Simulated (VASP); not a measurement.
# Tl: single point with PBEsol

Tl:

```
Tl
1.0
     0.00000    3.44076    3.44076
     3.44076    0.00000    3.44076
     3.44076    3.44076    0.00000
Tl
2
Direct
  0.12500 0.12500 0.12500
  0.87500 0.87500 0.87500
```

```yaml
Program: VASP 6.6.1
Task: single point
Functional: PBEsol
Potentials_or_basis: VASP PAW PBE potentials, release 64 (Tl_d)
Cutoff: 520 eV
k_mesh: 9 × 9 × 9
Occupations: fermi-dirac, width 0.1 eV
Spin: no spin polarisation
```

- Pressure: 0.0 GPa
- Band gap on the k mesh: zero (band 13 reaches 5.62 eV, above the bottom of band 14 at 2.54 eV)

Levels at points of the mesh, in eV from the Fermi level:
| k point | band 11 | band 12 | band 13 | band 14 | band 15 | band 16 |
| --- | --- | --- | --- | --- | --- | --- |
| (0.00, 0.00, 0.00) | -8.99 | -0.77 | 2.45 | 2.45 | 2.45 | 4.14 |

It took 78 s on 1 thread of AMD EPYC 7R13 Processor (Zen 3), on a shared host, peak memory 0.19 GiB.

Caveat: the PAW data sets were made with another functional, which shifts forces and pressure a little; spin-orbit coupling is left out, which moves the levels of the heavy elements.
